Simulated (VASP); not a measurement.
Input of a VASP 6.6.1 run:

The input INCAR:

```
SYSTEM = Cu
PREC = Accurate ; ENCUT = 520
EDIFF = 1E-6 ; ISMEAR = 0
SIGMA = 0.15 ; LREAL = .False.
LASPH = .True. ; NELM = 100
ALGO = Normal ; ISIF = 2
LWAVE = .False. ; LCHARG = .False.
GGA = PS ; NBANDS = 18
LUSENCCL = .False.
```

The input KPOINTS:

```
regular mesh
0
Gamma
  22 22 20
  0 0 0
```

Contents of POSCAR:

```
Cu
1.0
    1.2146947347     -3.9594664907      0.0000000000
    1.2146947347      3.9594664907      0.0000000000
    0.0000000000      0.0000000000      2.4675572805
Cu
2
Direct
    0.1338543804      0.8661456196      0.2500000000
    0.8661456196      0.1338543804      0.7500000000
```

Potentials or basis: VASP PAW PBE potentials, release 64 (Cu).

Launch:

```bash
$ cat potpaw_PBE.64/Cu/POTCAR > POTCAR
$ mpirun -np 1 vasp_std > vasp.out
```

Predict the pressure.

0.8 GPa.

What does it give for the largest force?

0.004 eV/Å.

Estimate the band gap on the k mesh.

zero (band 11 reaches 11.34 eV, above the bottom of band 12 at 5.70 eV).

Stress tensor (GPa, compression positive):
```
0.56 0.00 0.00
0.00 0.82 0.00
0.00 0.00 0.95
```

Caveat: the PAW data sets were made with another functional, which shifts forces and pressure a little.
